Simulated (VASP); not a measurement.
# AlFe3 (Pm-3m) in VASP: a series of runs

AlFe3 is run at these levels: PBEsol; tasks: single point.

Program: VASP 6.6.1. These are calculated values, not measurements. Logs are shortened: lines on timing, memory, paths and dates and some standing lists are left out, and cuts for length are marked.

**1. The cell of the first run**

Symmetry: Pm-3m, No. 221, cubic system. Conventional cell: a = 3.639 Å, b = 3.639 Å, c = 3.639 Å, α = 90.00°, β = 90.00°, γ = 90.00°. Al (site symmetry m-3m) has 12 Fe at 2.57 Å within 3.4 Å. Within 3.4 Å of Fe (site symmetry 4/mmm) lie 4 Al at 2.57 Å and 8 Fe at 2.57 Å.

**2. Single point, PBEsol, collinear spin, ferromagnetic start**

Contents of INCAR:

```
SYSTEM = AlFe3
  PREC = Accurate
  ENCUT = 520
  EDIFF = 1E-6
  ISMEAR = -1
  SIGMA = 0.1
  LREAL = .FALSE.
  LASPH = .TRUE.
  NELM = 150
  ALGO = Normal
  ISIF = 2
  LWAVE = .FALSE.
  LCHARG = .FALSE.
  ISPIN = 2
  MAGMOM = 0 4.5 4.5 4.5
  LORBIT = 11
  LMAXMIX = 4
  GGA = PS
  NBANDS = 26
```

Contents of KPOINTS:

```
Automatic mesh
0
G
  2 2 2
  0 0 0
```

Contents of POSCAR:

```
AlFe3
1.0
    3.6392911100      0.0000000000      0.0000000000
    0.0000000000      3.6392911100      0.0000000000
    0.0000000000      0.0000000000      3.6392911100
Al Fe
1 3
Direct
    0.0000000000      0.0000000000      0.0000000000
    0.0000000000      0.5000000000      0.5000000000
    0.5000000000      0.0000000000      0.5000000000
    0.5000000000      0.5000000000      0.0000000000
```

Potentials or basis: VASP PAW PBE potentials, release 64 (Al, Fe).

On the command line:

```console
$ cat potpaw_PBE.64/Al/POTCAR potpaw_PBE.64/Fe/POTCAR > POTCAR
$ mpirun -np 1 vasp_std > vasp.out
```

OUTCAR:

```text
SYSTEM = AlFe3
   PREC = Accurate
   ENCUT = 520
   EDIFF = 1E-6
   ISMEAR = -1
   LREAL = .FALSE.
   LASPH = .TRUE.
   NELM = 150
   ISIF = 2
   ISPIN = 2
   LORBIT = 11
   GGA = PS

 ion  position               nearest neighbor table
   1  0.000  0.000  0.000-   2 2.57   3 2.57   4 2.57   2 2.57   3 2.57   2 2.57   4 2.57   2 2.57
                             3 2.57   4 2.57   3 2.57   4 2.57
   2  0.000  0.500  0.500-   1 2.57   3 2.57   4 2.57   1 2.57   4 2.57   1 2.57   3 2.57   1 2.57
                             3 2.57   4 2.57   4 2.57   3 2.57
   3  0.500  0.000  0.500-   1 2.57   2 2.57   4 2.57   1 2.57   4 2.57   2 2.57   4 2.57   4 2.57
                             1 2.57   2 2.57   1 2.57   2 2.57
   4  0.500  0.500  0.000-   1 2.57   2 2.57   3 2.57   2 2.57   3 2.57   1 2.57   3 2.57   3 2.57
                             1 2.57   2 2.57   2 2.57   1 2.57

  LATTYP: Found a simple cubic cell.
 ALAT       =     3.6392911100

  Lattice vectors:

 A1 = (   3.6392911100,   0.0000000000,   0.0000000000)
 A2 = (   0.0000000000,   3.6392911100,   0.0000000000)
 A3 = (   0.0000000000,   0.0000000000,   3.6392911100)

Analysis of symmetry for initial positions (statically):
=====================================================================
 Subroutine PRICEL returns:
 Original cell was already a primitive cell.

 Routine SETGRP: Setting up the symmetry group for a
 simple cubic supercell.

 Subroutine GETGRP returns: Found 48 space group operations
 (whereof 48 operations were pure point group operations)
 out of a pool of 48 trial point group operations.

The static configuration has the point symmetry O_h .

Analysis of symmetry for dynamics (positions and initial velocities):
=====================================================================
 Subroutine PRICEL returns:
 Original cell was already a primitive cell.

 Routine SETGRP: Setting up the symmetry group for a
 simple cubic supercell.

 Subroutine GETGRP returns: Found 48 space group operations
 (whereof 48 operations were pure point group operations)
 out of a pool of 48 trial point group operations.

The dynamic configuration has the point symmetry O_h .

Analysis of structural, dynamic, and magnetic symmetry:
=====================================================================
 Subroutine PRICEL returns:
 Original cell was already a primitive cell.

 Routine SETGRP: Setting up the symmetry group for a
 simple cubic supercell.

 Subroutine GETGRP returns: Found 48 space group operations
 (whereof 48 operations were pure point group operations)
 out of a pool of 48 trial point group operations.

The overall configuration has the point symmetry O_h .

 Subroutine INISYM returns: Found 48 space group operations
 (whereof 48 operations are pure point group operations),
 and found     1 'primitive' translations

----------------------------------------------------------------------------------------

                                     Primitive cell

  volume of cell :      48.2004

  direct lattice vectors                    reciprocal lattice vectors
     3.639291110  0.000000000  0.000000000     0.274778788  0.000000000  0.000000000
     0.000000000  3.639291110  0.000000000     0.000000000  0.274778788  0.000000000
     0.000000000  0.000000000  3.639291110     0.000000000  0.000000000  0.274778788

  length of vectors
     3.639291110  3.639291110  3.639291110     0.274778788  0.274778788  0.274778788

  position of ions in fractional coordinates (direct lattice)
     0.000000000  0.000000000  0.000000000
     0.000000000  0.500000000  0.500000000
     0.500000000  0.000000000  0.500000000
     0.500000000  0.500000000  0.000000000

  ion indices of the primitive-cell ions
   primitive index   ion index
                 1           1
                 2           2
                 3           3
                 4           4

----------------------------------------------------------------------------------------

 KPOINTS: Automatic mesh

Automatic generation of k-mesh.
 Grid dimensions read from file:
 generate k-points for:    2    2    2

 Generating k-lattice:

  Cartesian coordinates                     Fractional coordinates (reciprocal lattice)
     0.137389394  0.000000000  0.000000000     0.500000000  0.000000000  0.000000000
     0.000000000  0.137389394  0.000000000     0.000000000  0.500000000  0.000000000
     0.000000000  0.000000000  0.137389394     0.000000000  0.000000000  0.500000000

  Length of vectors
     0.137389394  0.137389394  0.137389394

  Shift w.r.t. Gamma in fractional coordinates (k-lattice)
     0.000000000  0.000000000  0.000000000

 Subroutine IBZKPT returns following result:
 ===========================================

 Found      4 irreducible k-points:

 Following reciprocal coordinates:
            Coordinates               Weight
  0.000000  0.000000  0.000000      1.000000
  0.500000  0.000000  0.000000      3.000000
[... 80 lines left out ...]
  band No.  band energies     occupation
      1      -3.0515      1.00000
      2       1.5363      1.00000
      3       2.5914      1.00000
      4       2.5914      1.00000
      5       2.9859      1.00000
      6       2.9859      1.00000
[... 17 lines left out ...]
     24      18.1251      0.00000
     25      18.1251      0.00000

 k-point     2 :       0.5000    0.0000    0.0000
  band No.  band energies     occupation
      1      -0.6894      1.00000
      2       0.1303      1.00000
      3       2.4734      1.00000
      4       3.2474      1.00000
      5       3.2474      1.00000
      6       3.4414      1.00000
[... 17 lines left out ...]
     24      15.0745      0.00000
     25      17.3007      0.00000

 k-point     3 :       0.5000    0.5000    0.0000
  band No.  band energies     occupation
      1       0.8715      1.00000
      2       1.7053      1.00000
      3       1.7053      1.00000
      4       3.0184      1.00000
      5       3.1929      1.00000
      6       3.7586      1.00000
[... 17 lines left out ...]
     24      17.5115      0.00000
     25      17.8695      0.00000

 k-point     4 :       0.5000    0.5000    0.5000
  band No.  band energies     occupation
      1       0.4825      1.00000
      2       2.4811      1.00000
      3       2.4811      1.00000
      4       2.4811      1.00000
      5       4.3098      1.00000
      6       4.3098      1.00000
[... 17 lines left out ...]
     24      24.0181      0.00000
     25      24.0181      0.00000
 Fermi energy:         6.8838872295

 spin component 2

 k-point     1 :       0.0000    0.0000    0.0000
  band No.  band energies     occupation
      1      -2.8260      1.00000
      2       3.2600      1.00000
      3       4.0819      1.00000
      4       4.0820      1.00000
      5       4.6340      1.00000
      6       4.6342      1.00000
[... 17 lines left out ...]
     24      18.3495      0.00000
     25      18.3495      0.00000

 k-point     2 :       0.5000    0.0000    0.0000
  band No.  band energies     occupation
      1      -0.5024      1.00000
      2       0.5454      1.00000
      3       4.3004      1.00000
      4       4.7331      1.00000
      5       4.7333      1.00000
      6       5.1169      1.00000
[... 17 lines left out ...]
     24      16.3159      0.00000
     25      18.2969      0.00000

 k-point     3 :       0.5000    0.5000    0.0000
  band No.  band energies     occupation
      1       1.2014      1.00000
      2       2.2488      1.00000
      3       2.2488      1.00000
      4       4.0171      1.00000
      5       4.6895      1.00000
      6       5.3318      1.00000
[... 17 lines left out ...]
     24      18.3808      0.00000
     25      18.8358      0.00000

 k-point     4 :       0.5000    0.5000    0.5000
  band No.  band energies     occupation
      1       1.3171      1.00000
      2       3.6677      1.00000
      3       3.6677      1.00000
      4       3.6677      1.00000
      5       4.7687      1.00000
      6       4.7687      1.00000
[... 17 lines left out ...]
     24      24.0924      0.00000
     25      24.0924      0.00000
 [bands above 25 left out]

------------------------ aborting loop because EDIFF is reached ----------------------------------------

  FORCE on cell =-STRESS in cart. coord.  units (eV):
  Direction    XX          YY          ZZ          XY          YZ          ZX
  --------------------------------------------------------------------------------------
  -------------------------------------------------------------------------------------
  Total       -1.1284339     -1.1284339     -1.1284339     -0.0000000     -0.0000000      0.0000000
  in kB      -37.5090721    -37.5090721    -37.5090721     -0.0000000     -0.0000000      0.0000000
  external PRESSURE =     -37.5090721 kB  Pullay stress =       0.0000000 kB

 VOLUME and BASIS-vectors are now :
 -----------------------------------------------------------------------------
  energy-cutoff  :      520.00
  volume of cell :       48.20
      direct lattice vectors                 reciprocal lattice vectors
     3.639291110  0.000000000  0.000000000     0.274778788  0.000000000  0.000000000
     0.000000000  3.639291110  0.000000000     0.000000000  0.274778788  0.000000000
     0.000000000  0.000000000  3.639291110     0.000000000  0.000000000  0.274778788

 POSITION                                       TOTAL-FORCE (eV/Angst)
 -----------------------------------------------------------------------------------
      0.00000      0.00000      0.00000         0.000000      0.000000      0.000000
      0.00000      1.81965      1.81965         0.000000      0.000000      0.000000
      1.81965      0.00000      1.81965         0.000000      0.000000      0.000000
      1.81965      1.81965      0.00000         0.000000      0.000000      0.000000
 -----------------------------------------------------------------------------------
    total drift:                                0.000000      0.000000      0.000000

  FREE ENERGIE OF THE ION-ELECTRON SYSTEM (eV)
  ---------------------------------------------------
  free  energy   TOTEN  =       -31.2452449987 eV

  energy  without entropy=      -31.1426798687  energy(sigma->0) =      -31.19396243

 total charge

# of ion       s       p       d       tot
------------------------------------------
    1        0.416   0.404   0.000   0.820
    2        0.470   0.530   6.248   7.247
    3        0.470   0.530   6.248   7.247
    4        0.470   0.530   6.248   7.247
--------------------------------------------------
tot          1.825   1.993  18.744  22.562

 magnetization (x)

# of ion       s       p       d       tot
------------------------------------------
    1       -0.012  -0.044   0.000  -0.057
    2        0.007  -0.002   2.313   2.319
    3        0.007  -0.002   2.313   2.319
    4        0.007  -0.002   2.313   2.319
--------------------------------------------------
tot          0.009  -0.049   6.940   6.899
```

Run time: 15 s. Hardware: 1 thread of Intel Xeon 6975P-C (Granite Rapids), shared host; peak memory 0.16 GiB.

What came out:

| Quantity | Value |
| --- | --- |
| Free energy | -31.2452 eV |
| Pressure | -3.8 GPa |
| Band gap on the k mesh | zero (filled and empty bands overlap) |
| Net moment | 6.96 μB per cell |
| Site moments | Al -0.06; Fe +2.32 μB |
| Valence electrons inside the program's atomic spheres | Al 0.82; Fe 7.25 |

Levels at points of the mesh, in eV from the Fermi level:
Spin up:
```csv
k point,band 14,band 15,band 16,band 17,band 18,band 19,band 20,band 21
"(0.00, 0.00, 0.00)",-0.15,-0.15,-0.15,0.52,0.52,0.52,6.49,6.49
"(0.50, 0.00, 0.00)",-1.61,-1.59,-1.13,-0.15,5.10,5.10,5.33,5.33
"(0.50, 0.50, 0.00)",-1.76,-1.52,-1.21,-1.03,0.73,0.73,7.56,7.70
"(0.50, 0.50, 0.50)",-1.63,-1.63,-0.48,-0.43,-0.43,-0.43,2.93,4.17
```
Spin down:
| k point | band 7 | band 8 | band 9 | band 10 | band 11 | band 12 | band 13 | band 14 |
| --- | --- | --- | --- | --- | --- | --- | --- | --- |
| (0.00, 0.00, 0.00) | -2.25 | 0.38 | 0.38 | 0.38 | 0.70 | 0.70 | 0.70 | 1.60 |
| (0.50, 0.00, 0.00) | -1.50 | -0.83 | -0.83 | -0.20 | -0.16 | 0.52 | 0.52 | 0.65 |
| (0.50, 0.50, 0.00) | -1.22 | -1.22 | -0.68 | -0.68 | 0.31 | 0.39 | 0.54 | 0.54 |
| (0.50, 0.50, 0.50) | -2.12 | -0.57 | -0.57 | -0.57 | -0.08 | 0.56 | 0.56 | 0.56 |

Caveat: the k points lie up to 0.86 Å⁻¹ apart; the PAW data sets were made with another functional, which shifts forces and pressure a little.

**3. Single point, PBEsol, collinear spin, ferromagnetic start**

Contents of INCAR:

```
SYSTEM = AlFe3
ALGO = Normal ; EDIFF = 1E-7
ENCUT = 520 ; GGA = PS
ISIF = 2 ; ISMEAR = -1
ISPIN = 2 ; LASPH = .True.
LCHARG = .False. ; LMAXMIX = 4
LORBIT = 11 ; LREAL = .False.
LWAVE = .False. ; MAGMOM = 0 4.5 4.5 4.5
NBANDS = 26 ; NELM = 150
PREC = Accurate ; SIGMA = 0.1
```

Contents of KPOINTS:

```
k-points
0
Gamma
  3 3 3
  0 0 0
```

POSCAR is that of step 2.

Potentials or basis: VASP PAW PBE potentials, release 64 (Al, Fe).

On the command line:

```console
$ cat potpaw_PBE.64/Al/POTCAR potpaw_PBE.64/Fe/POTCAR > POTCAR
$ mpirun -np 1 vasp_std > vasp.out
```

Wall time 14 s (1 thread of Intel Xeon 6975P-C (Granite Rapids), shared host); peak memory 0.16 GiB.

Results (log left out):

```yaml
Free_energy: -31.4601 eV
Pressure: -8.7 GPa
Net_moment: 6.00 μB per cell
Site_moments: Al -0.07; Fe +2.03 μB
Valence_electrons_inside_the_program's_atomic_spheres: Al 0.83; Fe 7.25
```

Levels at points of the mesh, in eV from the Fermi level:
Spin up:
| k point | band 12 | band 13 | band 14 | band 15 | band 16 | band 17 | band 18 | band 19 | band 20 | band 21 |
| --- | --- | --- | --- | --- | --- | --- | --- | --- | --- | --- |
| (0.00, 0.00, 0.00) | -1.07 | -0.35 | 0.07 | 0.07 | 0.07 | 0.70 | 0.70 | 0.70 | 6.69 | 6.69 |
Spin down:
```
           k point  band 9  band 10  band 11  band 12  band 13  band 14
(0.00, 0.00, 0.00)    0.34     0.34     0.80     0.80     0.80     1.52
```

Caveat: the k points lie up to 0.58 Å⁻¹ apart; the PAW data sets were made with another functional, which shifts forces and pressure a little.

**4. Single point, PBEsol, collinear spin, ferromagnetic start**

Contents of INCAR:

```
PREC = Accurate
ENCUT = 520
EDIFF = 1E-6
ISMEAR = -1
SIGMA = 0.1
LREAL = False
LASPH = True
NELM = 150
ALGO = Normal
ISIF = 2
LWAVE = False
LCHARG = False
ISPIN = 2
MAGMOM = 0 4.5 4.5 4.5
LORBIT = 11
LMAXMIX = 4
GGA = PS
NBANDS = 26
```

Contents of KPOINTS:

```
Automatic mesh
0
Gamma
  4 4 4
```

POSCAR is that of step 3.

On the command line:

```console
$ cat potpaw_PBE.64/Al/POTCAR potpaw_PBE.64/Fe/POTCAR > POTCAR
$ mpirun -np 1 vasp_std > vasp.out
```

Wall time 18 s (1 thread of Intel Xeon 6975P-C (Granite Rapids), shared host); peak memory 0.17 GiB.

Results (log left out):

- Free energy: -31.5952 eV
- Pressure: -6.5 GPa
- Net moment: 6.65 μB per cell
- Site moments: Al -0.08; Fe +2.25 μB
- Valence electrons inside the program's atomic spheres: Al 0.84; Fe 7.24

Levels at points of the mesh, in eV from the Fermi level:
Spin up:
```
           k point  band 13  band 14  band 15  band 16  band 17  band 18  band 19  band 20  band 21  band 22
(0.00, 0.00, 0.00)    -0.52    -0.09    -0.09    -0.09     0.66     0.66     0.66     6.60     6.60     6.85
(0.50, 0.00, 0.00)    -1.55    -1.55    -1.50    -1.05    -0.08     5.23     5.23     5.44     5.44     6.27
(0.50, 0.50, 0.00)    -1.84    -1.64    -1.47    -1.14    -0.96     0.81     0.81     7.70     7.85     7.94
(0.50, 0.50, 0.50)    -2.01    -1.58    -1.58    -0.37    -0.37    -0.37    -0.32     3.04     4.27     4.27
```
Spin down:
| k point | band 6 | band 7 | band 8 | band 9 | band 10 | band 11 | band 12 | band 13 | band 14 | band 15 |
| --- | --- | --- | --- | --- | --- | --- | --- | --- | --- | --- |
| (0.00, 0.00, 0.00) | -2.20 | -2.20 | 0.38 | 0.38 | 0.38 | 0.78 | 0.78 | 0.78 | 1.60 | 1.60 |
| (0.50, 0.00, 0.00) | -1.72 | -1.49 | -0.78 | -0.78 | -0.20 | -0.16 | 0.54 | 0.54 | 0.66 | 0.78 |
| (0.50, 0.50, 0.00) | -1.50 | -1.20 | -1.20 | -0.63 | -0.63 | 0.31 | 0.40 | 0.54 | 0.54 | 0.85 |
| (0.50, 0.50, 0.50) | -2.05 | -2.05 | -0.55 | -0.55 | -0.55 | -0.03 | 0.57 | 0.57 | 0.57 | 0.82 |

Caveat: the k points lie up to 0.43 Å⁻¹ apart; the PAW data sets were made with another functional, which shifts forces and pressure a little.

**5. Single point, PBEsol, collinear spin, ferromagnetic start**

Contents of INCAR:

```
SYSTEM = AlFe3
PREC = Accurate
ENCUT = 520
EDIFF = 1E-7
ISMEAR = -1
SIGMA = 0.1
LREAL = .FALSE.
LASPH = .TRUE.
NELM = 150
ALGO = Normal
ISIF = 2
LWAVE = .FALSE.
LCHARG = .TRUE.
ISPIN = 2
MAGMOM = 0 4.5 4.5 4.5
LORBIT = 11
LMAXMIX = 4
GGA = PS
LELF = .TRUE.
LVHAR = .TRUE.
NBANDS = 26
```

Contents of KPOINTS:

```
regular mesh
0
G
  5 5 5
  0 0 0
```

POSCAR is that of step 4.

On the command line:

```console
$ cat potpaw_PBE.64/Al/POTCAR potpaw_PBE.64/Fe/POTCAR > POTCAR
$ mpirun -np 1 vasp_std > vasp.out
```

Run time: 27 s. Hardware: 1 thread of Intel Xeon 6975P-C (Granite Rapids), shared host; peak memory 0.17 GiB.

It converged, with:

```
Free energy                                           : -31.5724 eV
Pressure                                              : -6.2 GPa
Net moment                                            : 6.70 μB per cell
Site moments                                          : Al -0.07; Fe +2.26 μB
Valence electrons inside the program's atomic spheres : Al 0.84; Fe 7.24
```

Levels at points of the mesh, in eV from the Fermi level:
Spin up:
```
           k point  band 14  band 15  band 16  band 17  band 18  band 19  band 20  band 21
(0.00, 0.00, 0.00)    -0.04    -0.04    -0.04     0.71     0.71     0.71     6.63     6.63
```
Spin down:
```csv
k point,band 7,band 8,band 9,band 10,band 11,band 12,band 13,band 14
"(0.00, 0.00, 0.00)",-2.15,0.43,0.43,0.43,0.84,0.84,0.84,1.66
```

Caveat: the PAW data sets were made with another functional, which shifts forces and pressure a little.

**6. The runs side by side**

```tsv
k mesh	gap on the mesh (eV)	pressure (GPa)	moment (μB)
2 × 2 × 2	none	-3.8	6.96
3 × 3 × 3	none	-8.7	6.00
4 × 4 × 4	none	-6.5	6.65
5 × 5 × 5	none	-6.2	6.70
```

Alike in all rows: task single point; level PBEsol; potentials or basis VASP PAW PBE potentials, release 64 (Al, Fe); spin collinear, ferromagnetic start; cell as given; cutoff (eV) 520; smearing fermi-dirac 0.1 eV.

Caveats: some runs use coarse meshes; the PAW data sets were made with another functional, which shifts forces and pressure a little.

Total energies depend on the potentials used, so only differences within one code and one set of settings carry meaning.
